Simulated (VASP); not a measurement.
Hf:

```
Hf
1.0
     0.00000    3.11458    3.11458
     3.11458    0.00000    3.11458
     3.11458    3.11458    0.00000
Hf
2
Direct
  0.12500 0.12500 0.12500
  0.87500 0.87500 0.87500
```

* Program: VASP 6.6.1
* Task: relaxation of cell and atoms
* Functional: PBE
* Potentials or basis: VASP PAW PBE potentials, release 64 (Hf_pv)
* Cutoff: 600 eV
* k mesh: 9 × 9 × 9
* Occupations: fermi-dirac, width 0.1 eV
* Spin: no spin polarisation

At the start: pressure 4.7 GPa; volume 30.21 Å³/atom.

Where does the relaxation end?

Over 4 steps the energy falls by 63.9 meV/atom and the volume is 34.89 Å³/atom (+15.5 %); space group Fd-3m (No. 227, to 0.05 Å).

Step by step:
```csv
step,energy change (eV),largest force (eV/Å),pressure (GPa),volume (Å³)
1,0.0000,0.0000,4.74,60.43
2,-0.1259,0.0000,0.52,68.58
3,-0.1279,0.0000,-0.07,69.98
4,-0.1279,0.0000,0.01,69.78
```

Final structure:
```
CELL_PARAMETERS angstrom
0.00000 3.26767 3.26767
3.26767 0.00000 3.26767
3.26767 3.26767 0.00000
ATOMIC_POSITIONS crystal
Hf 0.12500 0.12500 0.12500
Hf 0.87500 0.87500 0.87500
```

Caveat: the volume moved by over 15 % at a fixed basis, so the end points are rough.
